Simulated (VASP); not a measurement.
# CuAu (P4/mmm) in VASP: a series of runs

The runs below take CuAu through single point, with r2SCAN, PBE0, B3LYP.

Program: VASP 6.6.1. These are calculated values, not measurements. Logs are shortened: lines on timing, memory, paths and dates and some standing lists are left out, and cuts for length are marked.

### Step 1. The cell of the first run

The structure is tetragonal, space group P4/mmm (No. 123). The conventional cell has a = 2.773 Å, b = 2.773 Å, c = 3.635 Å, α = 90.00°, β = 90.00°, γ = 90.00°. Within 3.7 Å of Au (site symmetry 4/mmm) lie 8 Cu at 2.67 Å and 6 Au at 2.77 to 3.64 Å. Cu (site symmetry 4/mmm) has 8 Au at 2.67 Å and 6 Cu at 2.77 to 3.64 Å within 3.7 Å.

### Step 2. Single point, r2SCAN

Input file POSCAR:

```
CuAu
1.0
    2.7727616977      0.0000000000      0.0000000000
    0.0000000000      2.7727616977      0.0000000000
    0.0000000000      0.0000000000      3.6351965976
Au Cu
1 1
Direct
    0.0000000000      0.0000000000      0.0000000000
    0.5000000000      0.5000000000      0.5000000000
```

Input file INCAR.step1:

```
SYSTEM = CuAu
PREC = Accurate
ENCUT = 770
ISMEAR = -1
SIGMA = 0.05
LREAL = .False.
LASPH = .True.
NELM = 120
NBANDS = 26
GGA = PE
ALGO = Normal
EDIFF = 1E-5
LWAVE = .True.
LCHARG = .False.
GGA_COMPAT = .False.
```

Input file INCAR.step2:

```
SYSTEM = CuAu
PREC = Accurate
ENCUT = 770
EDIFF = 1E-6
ISMEAR = -1
SIGMA = 0.05
LREAL = .False.
LASPH = .True.
NELM = 120
ALGO = Normal
ISIF = 2
LWAVE = .False.
LCHARG = .False.
METAGGA = R2SCAN
LMIXTAU = .True.
NBANDS = 26
ISTART = 1
GGA_COMPAT = .False.
```

Input file KPOINTS:

```
Automatic mesh
0
Gamma
  9 9 7
  0 0 0
```

Potentials or basis: VASP PAW PBE potentials, release 64 (Au_sv_GW, Cu_sv_GW).

The run is started by

```
cat potpaw_PBE.64/Au_sv_GW/POTCAR potpaw_PBE.64/Cu_sv_GW/POTCAR > POTCAR
cp INCAR.step1 INCAR
mpirun -np 1 vasp_std > vasp.out
cp INCAR.step2 INCAR
mpirun -np 1 vasp_std > vasp.out
```

OUTCAR:

```text
SYSTEM = CuAu
   PREC = Accurate
   ENCUT = 770
   EDIFF = 1E-6
   ISMEAR = -1
   LREAL = .False.
   LASPH = .True.
   NELM = 120
   ISIF = 2
   METAGGA = R2SCAN
   ISTART = 1

 ion  position               nearest neighbor table
   1  0.000  0.000  0.000-   2 2.67   2 2.67   2 2.67   2 2.67   2 2.67   2 2.67   2 2.67   2 2.67

   2  0.500  0.500  0.500-   1 2.67   1 2.67   1 2.67   1 2.67   1 2.67   1 2.67   1 2.67   1 2.67

  LATTYP: Found a simple tetragonal cell.
 ALAT       =     2.7727616977
 C/A-ratio  =     1.3110382333

  Lattice vectors:

 A1 = (   2.7727616977,   0.0000000000,   0.0000000000)
 A2 = (   0.0000000000,   2.7727616977,   0.0000000000)
 A3 = (   0.0000000000,   0.0000000000,   3.6351965976)

Analysis of symmetry for initial positions (statically):
=====================================================================
 Subroutine PRICEL returns:
 Original cell was already a primitive cell.

 Routine SETGRP: Setting up the symmetry group for a
 simple tetragonal supercell.

 Subroutine GETGRP returns: Found 16 space group operations
 (whereof 16 operations were pure point group operations)
 out of a pool of 16 trial point group operations.

The static configuration has the point symmetry D_4h.

Analysis of symmetry for dynamics (positions and initial velocities):
=====================================================================
 Subroutine PRICEL returns:
 Original cell was already a primitive cell.

 Routine SETGRP: Setting up the symmetry group for a
 simple tetragonal supercell.

 Subroutine GETGRP returns: Found 16 space group operations
 (whereof 16 operations were pure point group operations)
 out of a pool of 16 trial point group operations.

The dynamic configuration has the point symmetry D_4h.

 Subroutine INISYM returns: Found 16 space group operations
 (whereof 16 operations are pure point group operations),
 and found     1 'primitive' translations

----------------------------------------------------------------------------------------

                                     Primitive cell
[... 80 lines left out ...]
   NGXF,Y,Z  is equivalent  to a cutoff of  33.58, 33.58, 32.93 a.u.
 SYSTEM =  CuAu
   PREC   = accura    normal or accurate (medium, high low for compatibility)
   ISTART =      1    job   : 0-new  1-cont  2-samecut
   ICHARG =      0    charge: 1-file 2-atom 10-const
   ISPIN  =      1    spin polarized calculation?
   LNONCOLLINEAR =      F non collinear calculations
   LSORBIT =      F    spin-orbit coupling
   LASPH  =      T    aspherical Exc in radial PAW
   ENCUT  =  770.0 eV  56.59 Ry    7.52 a.u.   6.27  6.27  8.22*2*pi/ulx,y,z
   NELM   =    120;   NELMIN=  2; NELMDL=  0     # of ELM steps
   EDIFF  = 0.1E-05   stopping-criterion for ELM
   LREAL  =      F    real-space projection
   EDIFFG = 0.1E-04   stopping-criterion for IOM
   NSW    =      0    number of steps for IOM
   IBRION =     -1    ionic relax: 0-MD 1-quasi-New 2-CG
   NFREE  =      0    steps in history (QN), initial steepest desc. (CG)
   ISIF   =      2    stress and relaxation
   ISYM   =      2    0-nonsym 1-usesym 2-fastsym
   POTIM  = 0.5000    time-step for ionic-motion
   TEBEG  =    0.0;   TEEND  =   0.0 temperature during run
   PSTRESS=    0.0 pullay stress
   NELECT =      38.0000    total number of electrons
   NUPDOWN=      -1.0000    fix difference up-down
   EMIN   =  10.00;   EMAX   =-10.00  energy-range for DOS
   EFERMI =   0.00;   METHOD = LEGACY
   ISMEAR =    -1;   SIGMA  =   0.05  broadening in eV -4-tet -1-fermi 0-gaus
   EFERMI_NEDOS =   21; number of points for ismear=-14 and -15
   IALGO  =     38    algorithm
   IMIX   =      4    mixing-type and parameters
     AMIX     =   0.40;   BMIX     =  1.00
     AMIX_MAG =   1.60;   BMIX_MAG =  1.00
  volume/ion in A,a.u.               =      13.97        94.30
  Fermi-wavevector in a.u.,A,eV,Ry     =   1.813643  3.427287 44.753634  3.289299
  Thomas-Fermi vector in A             =   2.871638
   LORBIT       =      0    0 simple, 1 ext, 2 COOP (PROOUT), +10 PAW based schemes
   METAGGA = R2SCAN    functional components
   LHFCALC =     F    Hartree Fock is set to
   AEXX    =    0.0000 exact exchange contribution
   IVDW    =     0    specifies the selected vdW correction
   LEPSILON=     F    determine dielectric tensor
   LRPA    =     F    only Hartree local field effects (RPA)
 non-spin polarized calculation
  energy-cutoff  :      770.00
  volume of cell :       27.95
 maximum number of plane-waves:      1370
 NGX is ok and might be reduce to    28
   NGX = 13   NGY = 13   NGZ = 17

 number of electron      37.9999996 magnetization

 Free energy of the ion-electron system (eV)
  ---------------------------------------------------
  ext. energy  EPLUGINS =         0.00000000
  ---------------------------------------------------
  free energy    TOTEN  =       -60.88779027 eV

  energy without entropy =      -60.88418783  energy(sigma->0) =      -60.88598905

 E-fermi :   8.7511     XC(G=0): -14.5780

 val. band max:        8.6946229315   @ k =   0.1111   0.1111   0.2857
 cond. band min:       8.7726523493   @ k =   0.3333   0.1111   0.4286
 fundamental gap:      0.0780294178
 Fermi energy:         8.7511418251

 k-point     1 :       0.0000    0.0000    0.0000
  band No.  band energies     occupation
      1    -107.4376      2.00000
      2     -99.7721      2.00000
      3     -63.3016      2.00000
      4     -63.2867      2.00000
      5     -63.2867      2.00000
      6     -50.4675      2.00000
[... 685 lines left out ...]
     25      24.8554      0.00000
     26      25.5219      0.00000

 [... further k-points ...]

------------------------ aborting loop because EDIFF is reached ----------------------------------------

  FORCE on cell =-STRESS in cart. coord.  units (eV):
  Direction    XX          YY          ZZ          XY          YZ          ZX
  --------------------------------------------------------------------------------------
  -------------------------------------------------------------------------------------
  Total        0.9869884      0.9869884      0.7329024      0.0000000     -0.0000000     -0.0000000
  in kB       56.5808700     56.5808700     42.0149364      0.0000000     -0.0000000     -0.0000000
  external PRESSURE =      51.7255588 kB  Pullay stress =       0.0000000 kB

 VOLUME and BASIS-vectors are now :
 -----------------------------------------------------------------------------
  energy-cutoff  :      770.00
  volume of cell :       27.95
      direct lattice vectors                 reciprocal lattice vectors
     2.772761698  0.000000000  0.000000000     0.360651260  0.000000000  0.000000000
     0.000000000  2.772761698  0.000000000     0.000000000  0.360651260  0.000000000
     0.000000000  0.000000000  3.635196598     0.000000000  0.000000000  0.275088286

 POSITION                                       TOTAL-FORCE (eV/Angst)
 -----------------------------------------------------------------------------------
      0.00000      0.00000      0.00000         0.000000      0.000000      0.000000
      1.38638      1.38638      1.81760         0.000000      0.000000      0.000000
 -----------------------------------------------------------------------------------
    total drift:                                0.000000      0.000000      0.000000

  FREE ENERGIE OF THE ION-ELECTRON SYSTEM (eV)
  ---------------------------------------------------
  free  energy   TOTEN  =       -60.8877902668 eV

  energy  without entropy=      -60.8841878263  energy(sigma->0) =      -60.88598905
```

Run time: 7.7 min. Hardware: 1 thread of Intel Xeon Platinum 8488C (Sapphire Rapids), shared host; peak memory 0.25 GiB.

What came out:

```yaml
Free_energy: -60.8878 eV
Pressure: 5.2 GPa
Band_gap_on_the_k_mesh: zero (bands 19 and 20 overlap by 5.86 eV)
```

Caveat: the cell stands under pressure; the PAW data sets were made with another functional, which shifts forces and pressure a little; spin-orbit coupling is left out, which moves the levels of the heavy elements.

### Step 3. Single point, PBE0

This run uses another cell than the first one, of 14.75 Å³/atom.

Input file POSCAR:

```
CuAu
1.0
    2.8261618465      0.0000000000      0.0000000000
    0.0000000000      2.8261618465      0.0000000000
    0.0000000000      0.0000000000      3.6923724406
Au Cu
1 1
Direct
    0.0000000000      0.0000000000      0.0000000000
    0.5000000000      0.5000000000      0.5000000000
```

Input file INCAR.step1:

```
  PREC = Accurate
  ENCUT = 520
  EDIFF = 1E-5
  ISMEAR = -1
  SIGMA = 0.05
  LREAL = F
  LASPH = T
  NELM = 100
  ALGO = Normal
  ISIF = 2
  LWAVE = T
  LCHARG = F
  NBANDS = 18
  GGA = PE
```

Input file INCAR.step2:

```
  PREC = Accurate
  ENCUT = 520
  EDIFF = 1E-6
  ISMEAR = -1
  SIGMA = 0.05
  LREAL = F
  LASPH = T
  NELM = 100
  ALGO = Normal
  ISIF = 2
  LWAVE = F
  LCHARG = F
  GGA = PE
  LHFCALC = T
  AEXX = 0.25
  PRECFOCK = Normal
  NBANDS = 18
  ISTART = 1
```

Input file KPOINTS:

```
Automatic mesh
0
Gamma
  5 5 4
```

Potentials or basis: VASP PAW PBE potentials, release 64 (Au, Cu).

The run is started by

```
cat potpaw_PBE.64/Au/POTCAR potpaw_PBE.64/Cu/POTCAR > POTCAR
cp INCAR.step1 INCAR
mpirun -np 1 vasp_std > vasp.out
cp INCAR.step2 INCAR
mpirun -np 1 vasp_std > vasp.out
```

Wall time 60 min (1 thread of AMD EPYC 7R13 (Zen 3), shared host); peak memory 0.13 GiB.

The run converged. Its results:

```yaml
Free_energy: -7.8113 eV
Pressure: -0.2 GPa
Band_gap_on_the_k_mesh: zero (bands 11 and 12 overlap by 6.84 eV)
```

Levels at points of the mesh, in eV from the Fermi level:
```tsv
k point	band 8	band 9	band 10	band 11	band 12	band 13	band 14	band 15
(0.00, 0.00, 0.00)	-3.92	-3.34	-2.98	-2.98	2.90	9.41	11.33	11.33
(0.00, 0.00, 0.50)	-4.19	-4.05	-4.05	-3.99	-3.76	15.73	16.04	16.04
```

Caveat: the k points lie up to 0.44 Å⁻¹ apart, too coarse for converged energies and pressures of a metal; the PAW data sets were made with another functional, which shifts forces and pressure a little; spin-orbit coupling is left out, which moves the levels of the heavy elements.

### Step 4. Single point, B3LYP

This run uses another cell than the first one, of 15.65 Å³/atom.

Input file POSCAR:

```
CuAu
1.0
    2.8835903459      0.0000000000      0.0000000000
    0.0000000000      2.8835903459      0.0000000000
    0.0000000000      0.0000000000      3.7653135601
Au Cu
1 1
Direct
    0.0000000000      0.0000000000      0.0000000000
    0.5000000000      0.5000000000      0.5000000000
```

Input file INCAR.step1:

```
SYSTEM = CuAu
ALGO = Normal ; EDIFF = 1E-5
ENCUT = 520 ; GGA = PE
ISIF = 2 ; ISMEAR = -1
LASPH = .TRUE. ; LCHARG = .FALSE.
LREAL = .FALSE. ; LWAVE = .TRUE.
NBANDS = 18 ; NELM = 80
PREC = Accurate ; SIGMA = 0.05
```

Input file INCAR.step2:

```
SYSTEM = CuAu
AEXX = 0.2 ; AGGAC = 0.81
AGGAX = 0.72 ; ALDAC = 0.19
ALGO = Normal ; EDIFF = 1E-6
ENCUT = 520 ; GGA = B3
ISIF = 2 ; ISMEAR = -1
ISTART = 1 ; LASPH = .TRUE.
LCHARG = .FALSE. ; LHFCALC = .TRUE.
LREAL = .FALSE. ; LWAVE = .FALSE.
NBANDS = 18 ; NELM = 80
PREC = Accurate ; PRECFOCK = Normal
SIGMA = 0.05
```

Input file KPOINTS:

```
k-points
0
G
  5 5 4
  0 0 0
```

The run is started by

```
cat potpaw_PBE.64/Au/POTCAR potpaw_PBE.64/Cu/POTCAR > POTCAR
cp INCAR.step1 INCAR
mpirun -np 1 vasp_std > vasp.out
cp INCAR.step2 INCAR
mpirun -np 1 vasp_std > vasp.out
```

Run time: 31 min. Hardware: 1 thread of AMD EPYC 7R13 (Zen 3), shared host; peak memory 0.15 GiB.

The run converged. Its results:

| Property | Result |
| --- | --- |
| Free energy | -6.3649 eV |
| Pressure | 0.3 GPa |
| Band gap on the k mesh | zero (bands 11 and 12 overlap by 6.19 eV) |

Levels at points of the mesh, in eV from the Fermi level:
| k point | band 8 | band 9 | band 10 | band 11 | band 12 | band 13 | band 14 | band 15 |
| --- | --- | --- | --- | --- | --- | --- | --- | --- |
| (0.00, 0.00, 0.00) | -3.58 | -3.09 | -2.77 | -2.77 | 2.87 | 8.50 | 10.75 | 10.75 |
| (0.00, 0.00, 0.50) | -3.92 | -3.69 | -3.69 | -3.63 | -3.44 | 15.25 | 15.25 | 15.39 |

Caveat: the k points lie up to 0.44 Å⁻¹ apart, too coarse for converged energies and pressures of a metal; the PAW data sets were made with another functional, which shifts forces and pressure a little; spin-orbit coupling is left out, which moves the levels of the heavy elements.

### Step 5. Summary

```tsv
level	potentials or basis	cell	k mesh	cutoff (eV)	grid for exact exchange (PRECFOCK)	share of exact exchange	gap on the mesh (eV)	pressure (GPa)
r2SCAN	VASP PAW PBE potentials, release 64 (Au_sv_GW, Cu_sv_GW)	a = 2.773, b = 2.773, c = 3.635 Å, 2 atoms	9 × 9 × 7	770	-	-	none	5.2
PBE0	VASP PAW PBE potentials, release 64 (Au, Cu)	a = 2.826, b = 2.826, c = 3.692 Å, 2 atoms	5 × 5 × 4	520	Normal	0.25	none	-0.2
B3LYP	VASP PAW PBE potentials, release 64 (Au, Cu)	a = 2.884, b = 2.884, c = 3.765 Å, 2 atoms	5 × 5 × 4	520	Normal	0.2	none	0.3
```

Alike in all rows: task single point; no spin polarisation; smearing fermi-dirac 0.05 eV.

Caveats: some runs use coarse meshes; the PAW data sets were made with another functional, which shifts forces and pressure a little; spin-orbit coupling is left out, which moves the levels of the heavy elements; the cell stands under pressure (at least some runs).

Absolute energies hang on the potentials; compare differences alone.
